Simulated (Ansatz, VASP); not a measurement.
## PbF2 in VASP and in Ansatz

INCAR

```
PREC = Accurate
ENCUT = 600
EDIFF = 1E-7
ISMEAR = 0
SIGMA = 0.01
LREAL = False
LASPH = True
NELM = 80
ALGO = Normal
ISIF = 3
LWAVE = False
LCHARG = False
GGA = PE
IVDW = 12
IBRION = 2
NSW = 80
EDIFFG = -0.001
```

KPOINTS

```
Automatic mesh
0
Gamma
  8 8 8
```

The input POSCAR:

```
PbF2
1.0
    0.0000000000      2.9811575223      2.9811575223
    2.9811575223      0.0000000000      2.9811575223
    2.9811575223      2.9811575223      0.0000000000
Pb F
1 2
Direct
    0.0000000000      0.0000000000      0.0000000000
    0.2500000000      0.2500000000      0.2500000000
    0.7500000000      0.7500000000      0.7500000000
```

Input for Ansatz:

```yaml
crystal:
  lattice:
    - [0.0, 2.9811575218, 2.9811575218]
    - [2.9811575218, 0.0, 2.9811575218]
    - [2.9811575218, 2.9811575218, 0.0]
  atoms:
    - { symbol: Pb, position: [0.0, 0.0, 0.0] }
    - { symbol: F, position: [0.25, 0.25, 0.25] }
    - { symbol: F, position: [0.75, 0.75, 0.75] }
basis:
  ecutwfc: 420
kpoints:
  mp_grid: { grid: [8, 8, 8] }
hamiltonian:
  xc: pbe
  dispersion: d3bj
scf:
  occupations: { method: fixed }
output:
  forces: true
  stress: true
  eigenvalues: true
relax:
  adjacent_minimum: "off"
  f_tol: 0.001
  max_steps: 60
  cell: { stress_tol: 0.01 }
```

Alike in both runs: task relaxation of cell and atoms; functional PBE; dispersion D3(BJ); k mesh 8 × 8 × 8; no spin polarisation.

```csv
,VASP,Ansatz
version,VASP 6.6.1,Ansatz 0.2.0
potentials or method,"VASP PAW PBE potentials, release 64 (Pb_d, F), cutoff 600 eV","scalar-relativistic, plane waves, PAW"
occupations,"gaussian, width 0.01 eV",fixed
valence electrons in the cell,28,28
```

Ansatz gave:

- gap on the k mesh at the Fermi level, each at its own relaxed structure (eV): 4.42
- relaxed volume (Å³/atom): 17.66
- relaxed length of the cell vector where the two differ most in proportion (Å): 4.216

What did VASP give for the same quantities?

gap on the k mesh at the Fermi level, each at its own relaxed structure (eV): 4.42; relaxed volume (Å³/atom): 17.60; relaxed length of the cell vector where the two differ most in proportion (Å): 4.211.

Ansatz's warnings: relaxed geometry near dispersion switch.

Spin-orbit coupling is off throughout.
